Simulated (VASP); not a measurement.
Write the native input for VASP 6.6.1 that does the following.

| Property | Result |
| --- | --- |
| Task | single point |
| Functional | PBE |
| Potentials or basis | VASP PAW PBE potentials, release 64 (Cr_sv, O) |
| Cutoff | 700 eV |
| k mesh | 14 × 14 × 6 |
| Occupations | gaussian, width 0.05 eV |
| Spin | collinear spin, ferromagnetic start |
| Starting moments | [1.91, 0.0, 0.0] μB |
| Dipole correction | no |
| Further INCAR settings | ALGO = Normal; EDIFF = 1e-06; NBANDS = 24 |

The structure of CrO2 lies in POSCAR:

```
CrO2
1.0
    2.8914321860      0.0000000000      0.0000000000
   -1.4457160930      2.5040537264      0.0000000000
    0.0000000000      0.0000000000      5.1560275319
Cr O
1 2
Direct
    0.0000000000      0.0000000000      0.0000000000
    0.3333333333      0.6666666667      0.1841041257
    0.6666666667      0.3333333333      0.8158958743
```

One way to write it, as run:

INCAR

```
PREC     = Accurate       # precision mode
ENCUT    = 700            # plane-wave cutoff, eV
EDIFF    = 1E-6           # SCF threshold, eV
ISMEAR   = 0              # smearing method
SIGMA    = 0.05           # smearing width, eV
LREAL    = F              # projectors in reciprocal space
LASPH    = T              # aspherical terms in the spheres
NELM     = 200            # most SCF steps
ALGO     = Normal         # electronic algorithm
ISIF     = 2              # what is computed and relaxed
LWAVE    = F              # write WAVECAR
LCHARG   = F              # write CHGCAR
ISPIN    = 2              # spin polarisation
MAGMOM   = 1.91 0 0       # initial moments
LORBIT   = 11             # projections on sites
LMAXMIX  = 4              # l up to which the mixer works
GGA      = PE             # functional
NBANDS   = 24             # bands
GGA_COMPAT= F
```

KPOINTS

```
regular mesh
0
Gamma
  14 14 6
```

Potentials or basis: VASP PAW PBE potentials, release 64 (Cr_sv, O).

The run is started by

```bash
$ cat potpaw_PBE.64/Cr_sv/POTCAR potpaw_PBE.64/O/POTCAR > POTCAR
$ mpirun -np 1 vasp_std > vasp.out
```

Results of the run:

The pressure is -0.2 GPa, the largest force is 0.022 eV/Å and the band gap on the k mesh is zero (filled and empty bands overlap). The net moment is 2.00 μB per cell and the site moments are Cr +1.93; O -0.06 μB. The valence electrons inside the program's atomic spheres are Cr 11.60; O 5.00.

Caveat: a cell with one magnetic atom can't hold antiferromagnetic order, which such compounds often take; semilocal functionals often make such compounds metallic where correlation or magnetic order opens a gap, which also shifts bond lengths.

It took 3 min on 1 thread of Intel(R) Xeon(R) 6975P-C (Granite Rapids), on a shared host, peak memory 0.4 GiB.
